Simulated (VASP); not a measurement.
Set up this calculation in VASP 6.6.1, as the native input.

| Property | Result |
| --- | --- |
| Task | relaxation of cell and atoms |
| Functional | PBE |
| Potentials or basis | VASP PAW PBE potentials, release 64 (Ni, Cl) |
| Cutoff | 600 eV |
| k mesh | 6 × 6 × 2 |
| Occupations | gaussian, width 0.1 eV |
| Spin | collinear spin, ferromagnetic start |
| Starting moments | [2.0, 2.0, 0.0] μB |
| Dipole correction | no |
| Further INCAR settings | ALGO = Normal; EDIFF = 1e-07; IBRION = 2; EDIFFG = -0.04; NSW = 90; ISIF = 3 |

The structure of Ni2Cl lies in POSCAR:

```
Ni2Cl
1.0
    2.4810270700      0.0000000000      0.0000000000
   -1.2405135400      2.1486324700      0.0000000000
    0.0000000000      0.0000000000     12.2120274500
Ni Cl
2 1
Direct
    0.3333333300      0.6666666700      0.8978554600
    0.3333333300      0.6666666700      0.1021445400
    0.0000000000      0.0000000000      0.0000000000
```

The cell was generated, and may not be a known phase.

These files were run (other wordings do the same):

INCAR

```
PREC = Accurate
ENCUT = 600
EDIFF = 1E-7
ISMEAR = 0
SIGMA = 0.1
LREAL = False
LASPH = True
NELM = 150
ALGO = Normal
ISIF = 3
LWAVE = False
LCHARG = False
ISPIN = 2
MAGMOM = 2 2 0
LORBIT = 11
LMAXMIX = 4
GGA = PE
IBRION = 2
NSW = 90
EDIFFG = -0.04
```

KPOINTS

```
regular mesh
0
Gamma
  6 6 2
```

Potentials or basis: VASP PAW PBE potentials, release 64 (Ni, Cl).

Run with:

```sh
$ cat potpaw_PBE.64/Ni/POTCAR potpaw_PBE.64/Cl/POTCAR > POTCAR
$ mpirun -np 1 vasp_std > vasp.out
```

It gave:

The relaxed cell is a = 2.922 Å, b = 2.922 Å, c = 13.765 Å, α = 90.00°, β = 90.00°, γ = 120.00° and the space group after relaxing (to 0.1 Å) is P-6m2 (No. 187). The energy gained by relaxing is 2255.8 meV/atom, the ionic steps are 10 and the largest force after relaxing is 0.009 eV/Å. The net moment is -1.44 μB per cell. The site moments are Ni -0.70; Cl -0.15 μB and the valence electrons inside the program's atomic spheres are Ni 8.97; Cl 5.08.

Caveat: the k points lie up to 0.41 Å⁻¹ apart in the final cell; there is no dipole correction, which matters where the two faces differ.

Run time: 13 min on 1 thread of Oxide Virtual Turin-like Processor, on a shared host, peak memory 0.21 GiB.
